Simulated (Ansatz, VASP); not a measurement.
Two plane-wave programs on Mn

The input INCAR:

```
ALGO = Normal ; EDIFF = 1E-6
ENCUT = 520 ; GGA = RP
ISIF = 2 ; ISMEAR = -1
LASPH = T ; LCHARG = F
LREAL = F ; LWAVE = F
NBANDS = 12 ; NELM = 100
PREC = Accurate ; SIGMA = 0.1
```

The input KPOINTS:

```
k-points
0
Gamma
  17 17 17
```

File POSCAR:

```
Mn
1.0
    0.0000000000      1.7638406763      1.7638406763
    1.7638406763      0.0000000000      1.7638406763
    1.7638406763      1.7638406763      0.0000000000
Mn
1
Direct
    0.0000000000      0.0000000000      0.0000000000
```

Input for Ansatz:

```yaml
crystal:
  lattice:
    - [0.0, 1.7638406763, 1.7638406763]
    - [1.7638406763, 0.0, 1.7638406763]
    - [1.7638406763, 1.7638406763, 0.0]
  atoms:
    - { symbol: Mn, position: [0.0, 0.0, 0.0] }
hamiltonian:
  xc: rpbe
  pseudopotentials:
    kind: paw
    azcp:
      Mn: "pseudopotentials/Mn.paw.azcp"
basis:
  ecutwfc: 420
  fft_grid_basis: typed
kpoints:
  mp_grid: { grid: [17, 17, 17], shift: [0, 0, 0] }
magnetization:
  spin_polarized: false
scf:
  occupations: { method: fermi_dirac, width: 0.1 }
  lower_state_search: "off"
output:
  stress: true
  write_density: true
  write_potential: true
  elf: true
  volumetric_format: npy
```

Alike in both runs: task single point; functional RPBE; k mesh 17 × 17 × 17; occupations fermi-dirac, width 0.1 eV; no spin polarisation.

```csv
,VASP,Ansatz
version,VASP 6.6.1,Ansatz 0.2.0
potentials or method,"VASP PAW PBE potentials, release 64 (Mn_pv), cutoff 520 eV","plane waves (420 eV) with PAW, scalar-relativistic"
valence electrons in the cell,13,15
```

```tsv
	VASP	Ansatz	Ansatz less VASP
pressure (GPa)	0.2	0.1	-0.07
```

VASP's potentials were made for PBE, not for RPBE. With one functional, cell and mesh, what is left measures potentials, basis and numerics. VASP's potentials hold 13 valence electrons a cell and Ansatz's 15, so a difference there can come from the potentials and not from the codes.
